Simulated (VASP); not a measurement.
Wanted: the native input for a VASP 6.6.1 run.

| Item | Value |
| --- | --- |
| Task | single point |
| Functional | r2SCAN |
| Potentials or basis | VASP PAW PBE potentials, release 64 (Hf_pv, O) |
| Cutoff | 520 eV |
| k mesh | 6 × 6 × 6 |
| Occupations | gaussian, width 0.05 eV |
| Spin | no spin polarisation |
| Dipole correction | no |
| Further INCAR settings | ALGO = Normal; EDIFF = 1e-07; NBANDS = 31 |

HfO2:

```xyz
6
Lattice="3.5768 0.0000 0.0000 0.0000 3.5768 0.0000 0.0000 0.0000 4.8125" Properties=species:S:1:pos:R:3 pbc="T T T"
Hf    1.7884    1.7884    2.4062
Hf    0.0000    0.0000    0.0000
O     0.0000    1.7884    3.3503
O     1.7884    0.0000    3.8684
O     1.7884    0.0000    1.4622
O     0.0000    1.7884    0.9440
```

This cell differs from its parent crystal: strain -0.0750 x Voigt [0, 0, 1, 0, 0, 0].

One way to write it, as run:

POSCAR

```
HfO2
1.0
    3.5768243322      0.0000000000      0.0000000000
    0.0000000000      3.5768243322      0.0000000000
    0.0000000000      0.0000000000      4.8124734072
Hf O
2 4
Direct
    0.5000000000      0.5000000000      0.5000000000
    0.0000000000      0.0000000000      0.0000000000
    0.0000000000      0.5000000000      0.6961635346
    0.5000000000      0.0000000000      0.8038364654
    0.5000000000      0.0000000000      0.3038364654
    0.0000000000      0.5000000000      0.1961635346
```

INCAR.step1

```
SYSTEM = HfO2
PREC = Accurate
ENCUT = 520
ISMEAR = 0
SIGMA = 0.05
LREAL = .False.
LASPH = .True.
NELM = 100
NBANDS = 31
GGA = PE
ALGO = Normal
EDIFF = 1E-4
LWAVE = .True.
LCHARG = .False.
```

INCAR.step2

```
SYSTEM = HfO2
PREC = Accurate
ENCUT = 520
EDIFF = 1E-7
ISMEAR = 0
SIGMA = 0.05
LREAL = .False.
LASPH = .True.
NELM = 100
ALGO = Normal
ISIF = 2
LWAVE = .False.
LCHARG = .False.
METAGGA = R2SCAN
LMIXTAU = .True.
NBANDS = 31
ISTART = 1
```

KPOINTS

```
Automatic mesh
0
Gamma
  6 6 6
  0 0 0
```

Potentials or basis: VASP PAW PBE potentials, release 64 (Hf_pv, O).

Launch:

```console
$ cat potpaw_PBE.64/Hf_pv/POTCAR potpaw_PBE.64/O/POTCAR > POTCAR
$ cp INCAR.step1 INCAR
$ mpirun -np 1 vasp_std > vasp.out
$ cp INCAR.step2 INCAR
$ mpirun -np 1 vasp_std > vasp.out
```

It gave:

The pressure is 17.8 GPa, the largest force is 0.553 eV/Å and the band gap on the k mesh is 4.38 eV, indirect (least direct gap 4.43 eV).

Caveat: the cell differs from its parent crystal (strain -0.0750 x Voigt [0, 0, 1, 0, 0, 0]); the PAW data sets were made with another functional, which shifts forces and pressure a little; spin-orbit coupling is left out, which moves the levels of the heavy elements.

Run time: 3.6 min on 1 thread of Intel(R) Xeon(R) Platinum 8259CL CPU @ 2.50GHz (Skylake/Cascade Lake), on a shared host, peak memory 0.21 GiB.
